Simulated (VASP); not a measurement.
# NbBr3 (ReO3 type) (Pm-3m) in VASP: electric field gradients with r2SCAN

Aim: the electric field gradients of NbBr3 (ReO3 type) with r2SCAN.

All numbers are computed with VASP 6.6.1; they aren't measurements. Logs are shortened: lines on timing, memory, paths and dates and some standing lists are left out, and cuts for length are marked.

## 1. The cell of the first run

Symmetry: Pm-3m, No. 221, cubic system. Conventional cell: a = 5.171 Å, b = 5.171 Å, c = 5.171 Å, α = 90.00°, β = 90.00°, γ = 90.00°. Nb (site symmetry m-3m) has 6 Br at 2.59 Å within 3.4 Å. Br (site symmetry 4/mmm) has 2 Nb at 2.59 Å within 3.4 Å.

## 2. Electric field gradients, r2SCAN

POSCAR reads:

```
NbBr3
1.0
    5.1710013081      0.0000000000      0.0000000000
    0.0000000000      5.1710013081      0.0000000000
    0.0000000000      0.0000000000      5.1710013081
Nb Br
1 3
Direct
    0.0000000000      0.0000000000      0.0000000000
    0.5000000000      0.0000000000      0.0000000000
    0.0000000000      0.5000000000      0.0000000000
    0.0000000000      0.0000000000      0.5000000000
```

INCAR.step1 reads:

```
SYSTEM = NbBr3
ALGO = Normal ; EDIFF = 1E-4
ENCUT = 520 ; GGA = PE
ISMEAR = -1 ; LASPH = .True.
LCHARG = .False. ; LREAL = .False.
LWAVE = .True. ; NBANDS = 25
NELM = 100 ; PREC = Accurate
SIGMA = 0.08
```

INCAR.step2 reads:

```
SYSTEM = NbBr3
ALGO = Normal ; EDIFF = 1E-8
ENCUT = 520 ; ISIF = 2
ISMEAR = -1 ; ISTART = 1
LASPH = .True. ; LCHARG = .False.
LEFG = .True. ; LMIXTAU = .True.
LREAL = .False. ; LWAVE = .False.
METAGGA = R2SCAN ; NBANDS = 25
NELM = 100 ; PREC = Accurate
SIGMA = 0.08
```

KPOINTS reads:

```
k-points
0
Gamma
  7 7 7
  0 0 0
```

Potentials or basis: VASP PAW PBE potentials, release 64 (Nb_sv, Br).

Started as:

```console
cat potpaw_PBE.64/Nb_sv/POTCAR potpaw_PBE.64/Br/POTCAR > POTCAR
cp INCAR.step1 INCAR
mpirun -np 1 vasp_std > vasp.out
cp INCAR.step2 INCAR
mpirun -np 1 vasp_std > vasp.out
```

OUTCAR:

```text
SYSTEM = NbBr3
   EDIFF = 1E-8
   ENCUT = 520
   ISIF = 2
   ISMEAR = -1
   ISTART = 1
   LASPH = .True.
   LREAL = .False.
   METAGGA = R2SCAN
   NELM = 100
   PREC = Accurate

 ion  position               nearest neighbor table
   1  0.000  0.000  0.000-   2 2.59   3 2.59   4 2.59   4 2.59   3 2.59   2 2.59
   2  0.500  0.000  0.000-   1 2.59   1 2.59
   3  0.000  0.500  0.000-   1 2.59   1 2.59
   4  0.000  0.000  0.500-   1 2.59   1 2.59

  LATTYP: Found a simple cubic cell.
 ALAT       =     5.1710013081

  Lattice vectors:

 A1 = (   5.1710013081,   0.0000000000,   0.0000000000)
 A2 = (   0.0000000000,   5.1710013081,   0.0000000000)
 A3 = (   0.0000000000,   0.0000000000,   5.1710013081)

Analysis of symmetry for initial positions (statically):
=====================================================================
 Subroutine PRICEL returns:
 Original cell was already a primitive cell.

 Routine SETGRP: Setting up the symmetry group for a
 simple cubic supercell.

 Subroutine GETGRP returns: Found 48 space group operations
 (whereof 48 operations were pure point group operations)
 out of a pool of 48 trial point group operations.

The static configuration has the point symmetry O_h .

Analysis of symmetry for dynamics (positions and initial velocities):
=====================================================================
 Subroutine PRICEL returns:
 Original cell was already a primitive cell.

 Routine SETGRP: Setting up the symmetry group for a
 simple cubic supercell.

 Subroutine GETGRP returns: Found 48 space group operations
 (whereof 48 operations were pure point group operations)
 out of a pool of 48 trial point group operations.

The dynamic configuration has the point symmetry O_h .

 Subroutine INISYM returns: Found 48 space group operations
 (whereof 48 operations are pure point group operations),
 and found     1 'primitive' translations

----------------------------------------------------------------------------------------

                                     Primitive cell

  volume of cell :     138.2687

  direct lattice vectors                    reciprocal lattice vectors
     5.171001308  0.000000000  0.000000000     0.193386143  0.000000000  0.000000000
     0.000000000  5.171001308  0.000000000     0.000000000  0.193386143  0.000000000
     0.000000000  0.000000000  5.171001308     0.000000000  0.000000000  0.193386143

  length of vectors
     5.171001308  5.171001308  5.171001308     0.193386143  0.193386143  0.193386143

  position of ions in fractional coordinates (direct lattice)
     0.000000000  0.000000000  0.000000000
     0.500000000  0.000000000  0.000000000
     0.000000000  0.500000000  0.000000000
     0.000000000  0.000000000  0.500000000

  ion indices of the primitive-cell ions
   primitive index   ion index
                 1           1
                 2           2
                 3           3
                 4           4

----------------------------------------------------------------------------------------

 KPOINTS: k-points

Automatic generation of k-mesh.
 Grid dimensions read from file:
 generate k-points for:    7    7    7

 Generating k-lattice:

  Cartesian coordinates                     Fractional coordinates (reciprocal lattice)
     0.027626592  0.000000000  0.000000000     0.142857143  0.000000000  0.000000000
     0.000000000  0.027626592  0.000000000     0.000000000  0.142857143  0.000000000
     0.000000000  0.000000000  0.027626592     0.000000000  0.000000000  0.142857143

  Length of vectors
     0.027626592  0.027626592  0.027626592

  Shift w.r.t. Gamma in fractional coordinates (k-lattice)
     0.000000000  0.000000000  0.000000000

 Subroutine IBZKPT returns following result:
 ===========================================

 Found     20 irreducible k-points:

 Following reciprocal coordinates:
            Coordinates               Weight
  0.000000  0.000000  0.000000      1.000000
  0.142857  0.000000  0.000000      6.000000
  0.285714  0.000000  0.000000      6.000000
  0.428571  0.000000  0.000000      6.000000
  0.142857  0.142857  0.000000     12.000000
  0.285714  0.142857  0.000000     24.000000
[... 12 lines left out ...]
  0.428571  0.428571  0.285714     24.000000
  0.428571  0.428571  0.428571      8.000000
   k-points           NKPTS =     20   k-points in BZ     NKDIM =     20   number of bands    NBANDS=     25
   number of dos      NEDOS =    301   number of ions     NIONS =      4
   total plane-waves  NPLWV =  64000
   dimension x,y,z NGX =    40 NGY =   40 NGZ =   40
   dimension x,y,z NGXF=    80 NGYF=   80 NGZF=   80
   ions per type =               1   3
   NGX,Y,Z   is equivalent  to a cutoff of  12.86, 12.86, 12.86 a.u.
   NGXF,Y,Z  is equivalent  to a cutoff of  25.72, 25.72, 25.72 a.u.
 SYSTEM =  NbBr3
   PREC   = accura    normal or accurate (medium, high low for compatibility)
   ISTART =      1    job   : 0-new  1-cont  2-samecut
   ICHARG =      0    charge: 1-file 2-atom 10-const
   ISPIN  =      1    spin polarized calculation?
   LNONCOLLINEAR =      F non collinear calculations
   LSORBIT =      F    spin-orbit coupling
   LASPH  =      T    aspherical Exc in radial PAW
   ENCUT  =  520.0 eV  38.22 Ry    6.18 a.u.   9.61  9.61  9.61*2*pi/ulx,y,z
   NELM   =    100;   NELMIN=  2; NELMDL=  0     # of ELM steps
   EDIFF  = 0.1E-07   stopping-criterion for ELM
   LREAL  =      F    real-space projection
   EDIFFG = 0.1E-06   stopping-criterion for IOM
   NSW    =      0    number of steps for IOM
   IBRION =     -1    ionic relax: 0-MD 1-quasi-New 2-CG
   NFREE  =      0    steps in history (QN), initial steepest desc. (CG)
   ISIF   =      2    stress and relaxation
   ISYM   =      2    0-nonsym 1-usesym 2-fastsym
   POTIM  = 0.5000    time-step for ionic-motion
   TEBEG  =    0.0;   TEEND  =   0.0 temperature during run
   PSTRESS=    0.0 pullay stress
   NELECT =      34.0000    total number of electrons
   NUPDOWN=      -1.0000    fix difference up-down
   EMIN   =  10.00;   EMAX   =-10.00  energy-range for DOS
   EFERMI =   0.00;   METHOD = LEGACY
   ISMEAR =    -1;   SIGMA  =   0.08  broadening in eV -4-tet -1-fermi 0-gaus
   EFERMI_NEDOS =   21; number of points for ismear=-14 and -15
   IALGO  =     38    algorithm
   IMIX   =      4    mixing-type and parameters
     AMIX     =   0.40;   BMIX     =  1.00
     AMIX_MAG =   1.60;   BMIX_MAG =  1.00
  volume/ion in A,a.u.               =      34.57       233.27
  Fermi-wavevector in a.u.,A,eV,Ry     =   1.025636  1.938171 14.312359  1.051929
  Thomas-Fermi vector in A             =   2.159486
   LORBIT       =      0    0 simple, 1 ext, 2 COOP (PROOUT), +10 PAW based schemes
   METAGGA = R2SCAN    functional components
   LHFCALC =     F    Hartree Fock is set to
   AEXX    =    0.0000 exact exchange contribution
   IVDW    =     0    specifies the selected vdW correction
   LEPSILON=     F    determine dielectric tensor
   LRPA    =     F    only Hartree local field effects (RPA)
 non-spin polarized calculation
  energy-cutoff  :      520.00
  volume of cell :      138.27
 maximum number of plane-waves:      3771
 NGX is ok and might be reduce to    40
   NGX = 19   NGY = 19   NGZ = 19

 number of electron      34.0000005 magnetization

 Free energy of the ion-electron system (eV)
  ---------------------------------------------------
  ext. energy  EPLUGINS =         0.00000000
  ---------------------------------------------------
  free energy    TOTEN  =       -67.44624124 eV

  energy without entropy =      -67.36312292  energy(sigma->0) =      -67.40468208

 E-fermi :   2.1062     XC(G=0):  -8.0800

 val. band max:        2.1045192689   @ k =   0.4286   0.2857   0.1429
 cond. band min:       2.1195143687   @ k =   0.2857   0.1429   0.1429
 fundamental gap:      0.0149950998
 Fermi energy:         2.1061928794

 k-point     1 :       0.0000    0.0000    0.0000
  band No.  band energies     occupation
      1     -56.2119      2.00000
      2     -31.5812      2.00000
      3     -31.5812      2.00000
      4     -31.5812      2.00000
      5     -15.1264      2.00000
      6     -14.4602      2.00000
[... 549 lines left out ...]
     24       8.2531      0.00000
     25       8.2531      0.00000

------------------------ aborting loop because EDIFF is reached ----------------------------------------

  FORCE on cell =-STRESS in cart. coord.  units (eV):
  Direction    XX          YY          ZZ          XY          YZ          ZX
  --------------------------------------------------------------------------------------
  -------------------------------------------------------------------------------------
  Total       -0.0577602     -0.0577602     -0.0577602      0.0000000     -0.0000000      0.0000000
  in kB       -0.6692916     -0.6692916     -0.6692916      0.0000000     -0.0000000      0.0000000
  external PRESSURE =      -0.6692916 kB  Pullay stress =       0.0000000 kB

 VOLUME and BASIS-vectors are now :
 -----------------------------------------------------------------------------
  energy-cutoff  :      520.00
  volume of cell :      138.27
      direct lattice vectors                 reciprocal lattice vectors
     5.171001308  0.000000000  0.000000000     0.193386143  0.000000000  0.000000000
     0.000000000  5.171001308  0.000000000     0.000000000  0.193386143  0.000000000
     0.000000000  0.000000000  5.171001308     0.000000000  0.000000000  0.193386143

 POSITION                                       TOTAL-FORCE (eV/Angst)
 -----------------------------------------------------------------------------------
      0.00000      0.00000      0.00000         0.000000      0.000000      0.000000
      2.58550      0.00000      0.00000         0.000000      0.000000      0.000000
      0.00000      2.58550      0.00000         0.000000      0.000000      0.000000
      0.00000      0.00000      2.58550         0.000000      0.000000      0.000000
 -----------------------------------------------------------------------------------
    total drift:                               -0.000000     -0.000000     -0.000000

  FREE ENERGIE OF THE ION-ELECTRON SYSTEM (eV)
  ---------------------------------------------------
  free  energy   TOTEN  =       -67.4462412375 eV

  energy  without entropy=      -67.3631229246  energy(sigma->0) =      -67.40468208

 Electric field gradients (V/A^2)
---------------------------------------------------------------------
 ion       V_xx      V_yy      V_zz      V_xy      V_xz      V_yz
---------------------------------------------------------------------
   1      -0.000     0.000     0.000    -0.000     0.000     0.000
   2     259.842  -129.921  -129.921    -0.000    -0.000     0.000
   3    -129.921   259.842  -129.921    -0.000     0.000     0.000
   4    -129.921  -129.921   259.842    -0.000     0.000     0.000
---------------------------------------------------------------------

 Electric field gradients after diagonalization (V/A^2)
 (convention: |V_zz| > |V_xx| > |V_yy|)
----------------------------------------------------------------------
 ion       V_xx      V_yy      V_zz     asymmetry (V_yy - V_xx)/ V_zz
----------------------------------------------------------------------
   1       0.000    -0.000     0.000      -0.616
   2    -129.921  -129.921   259.842       0.000
   3    -129.921  -129.921   259.842       0.000
   4    -129.921  -129.921   259.842       0.000
----------------------------------------------------------------------

           NMR quadrupolar parameters

 Cq : quadrupolar parameter    Cq=e*Q*V_zz/h
 eta: asymmetry parameters     (V_yy - V_xx)/ V_zz
 Q  : nuclear electric quadrupole moment in mb (millibarn)
----------------------------------------------------------------------
 ion       Cq(MHz)       eta       Q (mb)
----------------------------------------------------------------------
   1       0.000      -0.616       1.000
   2       0.628       0.000       1.000
   3       0.628       0.000       1.000
   4       0.628       0.000       1.000
----------------------------------------------------------------------
```

Wall time 6.9 min (1 thread of Oxide Virtual Turin-like, shared host); peak memory 0.25 GiB.

Results:

| Item | Value |
| --- | --- |
| Free energy | -67.4462 eV |
| Pressure | -0.1 GPa |
| Band gap on the k mesh | zero (band 17 reaches 3.01 eV, above the bottom of band 18 at 1.00 eV) |

Levels at points of the mesh, in eV from the Fermi level:
```
           k point  band 15  band 16  band 17  band 18  band 19  band 20
(0.00, 0.00, 0.00)    -3.14    -3.14    -1.11    -1.11    -1.11     0.30
```

Electric field gradients, principal values (V/Å²):
| atom | least | middle | greatest (by size) |
| --- | --- | --- | --- |
| 1 Nb | 0.000 | 0.000 | 0.000 |
| 2 Br | -129.921 | -129.921 | 259.842 |
| 3 Br | -129.921 | -129.921 | 259.842 |
| 4 Br | -129.921 | -129.921 | 259.842 |

Caveat: without QUAD_EFG the Cq values of the log hold for a quadrupole moment of 1 mb, not for the nuclei; the PAW data sets were made with another functional, which shifts forces and pressure a little.
